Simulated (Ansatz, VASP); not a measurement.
One calculation of Cr2PbO3, two programs

```
Cr Pb O
1.0
     3.31522    0.00000    0.00000
     0.00000    3.31522    0.00000
     0.00000    0.00000    7.31722
Cr Pb O
2 1 3
Direct
  0.00000 0.50000 0.73650
  0.50000 0.00000 0.26350
  0.00000 0.00000 0.00000
  0.50000 0.50000 0.00000
  0.00000 0.50000 0.38350
  0.50000 0.00000 0.61650
```

Change from the starting cell: species swapped into the Zr2CuSb3 type (P-4m2, No. 115).

Alike in both runs: task relaxation of cell and atoms; functional PBE; k mesh 4 × 4 × 2; occupations gaussian, width 0.15 eV; collinear spin.

```csv
,VASP,Ansatz
version,VASP 6.6.1,Ansatz 0.2.0
potentials or method,"VASP PAW PBE potentials, release 64 (Cr_pv, Pb_d, O), cutoff 600 eV","scalar-relativistic, plane waves, PAW"
valence electrons in the cell,56,60
```

Ansatz gave:

| Quantity | Value |
| --- | --- |
| gap on the k mesh at the Fermi level, each at its own relaxed structure (eV) | none |
| net moment per atom (μB) | 1.33 |
| size of the moment on the site where the two differ most (μB) | 3.09 |
| relaxed volume (Å³/atom) | 14.20 |
| relaxed length of the cell vector where the two differ most in proportion (Å) | 8.227 |

Problem. What did VASP give for the same quantities?

Solution. gap on the k mesh at the Fermi level, each at its own relaxed structure (eV): none; net moment per atom (μB): 1.30; size of the moment on the site where the two differ most (μB): 3.55; relaxed volume (Å³/atom): 13.97; relaxed length of the cell vector where the two differ most in proportion (Å): 8.054.

Site moments also hang on the region over which each program counts them. A gap of «none» marks a metal or a gap that the smearing closes. VASP's potentials hold 56 valence electrons a cell and Ansatz's 60, so a difference there can come from the potentials and not from the codes.

The k mesh is coarse, so the values compare programs but aren't converged. Spin-orbit coupling is off throughout.
